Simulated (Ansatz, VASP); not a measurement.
## BaTiO3 in VASP and in Ansatz

```xyz
5
Lattice="2.8831 1.6646 2.3632 -2.8831 1.6646 2.3632 0.0000 -3.3291 2.3632" Properties=species:S:1:pos:R:3 pbc="T T T"
Ba    0.0000    0.0000    0.0000
Ti    0.0000    0.0000    3.6440
O     0.0000   -1.6309    4.6430
O    -1.4124    0.8155    4.6430
O     1.4124    0.8155    4.6430
```

Alike in both runs: task single point; functional r2SCAN; k mesh 6 × 6 × 6; occupations gaussian, width 0.02 eV; collinear spin; Hubbard terms Ti d U = 4.0 eV.

|  | VASP | Ansatz |
| --- | --- | --- |
| version | VASP 6.6.1 | Ansatz 0.2.0 |
| potentials or method | VASP PAW PBE potentials, release 64 (Ba_sv, Ti_sv, O), cutoff 520 eV | scalar-relativistic, plane waves, PAW |
| valence electrons in the cell | 40 | 40 |

```csv
,VASP,Ansatz,Ansatz less VASP
gap on the k mesh at the Fermi level (eV),3.04,3.02,-0.015
least direct gap on the mesh (eV),3.48,3.45,-0.030
pressure (GPa),-2.9,-6.2,-3.35
"traceless stress, the component that is largest in VASP (GPa)",-0.14,0.21,+0.350
rms of the force components (eV/Å),0.201,0.077,-0.1247
net moment per atom (μB),0.00,0.00,0.000
```

VASP's potentials were made for PBE, not for r2SCAN. The programs project onto different local orbitals, so the same U acts differently, and such runs can settle in different states. Atom by atom the forces differ by 0.265 eV/Å (rms over components). Ansatz's warnings: given moment on shells, seeded moment not kept, stability check not made.

Neither program's run includes spin-orbit coupling.
